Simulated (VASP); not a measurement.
# SnO: single point with PBE+D3(BJ)

SnO, a slab with vacuum:

```xyz
4
Lattice="3.8206 0.0000 0.0000 0.0000 3.8206 0.0000 0.0000 0.0000 22.2281" Properties=species:S:1:pos:R:3 pbc="T T T"
Sn    2.8654    0.9551    4.5000
Sn    0.9551    2.8654    6.8641
O     0.9551    0.9551    5.6820
O     2.8654    2.8654    5.6820
```

```json
{
  "Program": "VASP 6.6.1",
  "Task": "single point",
  "Functional": "PBE",
  "Dispersion": "D3(BJ)",
  "Potentials or basis": "VASP PAW PBE potentials, release 64 (Sn_d, O_h)",
  "Cutoff": "1000 eV",
  "k mesh": "7 × 7 × 1",
  "Occupations": "gaussian, width 0.05 eV",
  "Spin": "no spin polarisation",
  "Dipole correction": "yes",
  "Further INCAR settings": "ALGO = Normal; EDIFF = 1e-06; NBANDS = 28; NELMDL = -8"
}
```

* Largest force: 0.078 eV/Å
* Band gap on the k mesh: 3.06 eV (least direct gap 3.14 eV)
* Dispersion energy per atom: -0.137 eV

Forces on the atoms (eV/Å):
```
Sn   0.000  0.000 -0.078
Sn   0.000  0.000  0.078
O    0.000  0.000  0.000
O    0.000  0.000  0.000
```

Levels at points of the mesh, in eV from the valence-band top:
| k point | band 17 | band 18 | band 19 | band 20 | band 21 | band 22 | band 23 | band 24 |
| --- | --- | --- | --- | --- | --- | --- | --- | --- |
| (0.00, 0.00, 0.00) | -2.07 | -1.67 | -1.67 | -0.04 | 3.10 | 3.16 | 5.26 | 5.27 |

It took 6.2 min on 1 thread of Intel(R) Xeon(R) Platinum 8375C CPU @ 2.90GHz (Ice Lake) (shared host), peak memory 0.86 GiB.

Caveat: spin-orbit coupling is left out, which moves the levels of the heavy elements.
